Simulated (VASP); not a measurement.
Input of a VASP 6.6.1 run:

The input INCAR:

```
  PREC = Accurate
  ENCUT = 500
  EDIFF = 1E-7
  ISMEAR = -1
  SIGMA = 0.1
  LREAL = F
  LASPH = T
  NELM = 120
  ALGO = Normal
  ISIF = 3
  LWAVE = F
  LCHARG = F
  GGA = PE
  IBRION = 2
  NSW = 60
  EDIFFG = -0.01
  GGA_COMPAT = F
  NELMIN = 4
```

The input KPOINTS:

```
regular mesh
0
Gamma
  7 7 7
```

Contents of POSCAR:

```
Hf
1.0
    0.0000000000      2.2495720000      2.2495720000
    2.2495720000      0.0000000000      2.2495720000
    2.2495720000      2.2495720000      0.0000000000
Hf
1
Direct
    0.0000000000      0.0000000000      0.0000000000
```

Potentials or basis: VASP PAW PBE potentials, release 64 (Hf_pv).

Launch:

```sh
$ cat potpaw_PBE.64/Hf_pv/POTCAR > POTCAR
$ mpirun -np 1 vasp_std > vasp.out
```

(1) Predict the space group after relaxing (to 0.05 Å).

(2) Predict the relaxed volume.

(3) Estimate the relaxed cell.

(4) What does it give for the band gap on the k mesh?

## Answers

(1) Fm-3m (No. 225).

(2) 22.51 Å³/atom.

(3) a = 3.169 Å, b = 3.169 Å, c = 3.169 Å, α = 60.00°, β = 60.00°, γ = 60.00°.

(4) zero (band 5 reaches 6.10 eV, above the bottom of band 6 at 4.49 eV).

Caveat: spin-orbit coupling is left out, which moves the levels of the heavy elements.
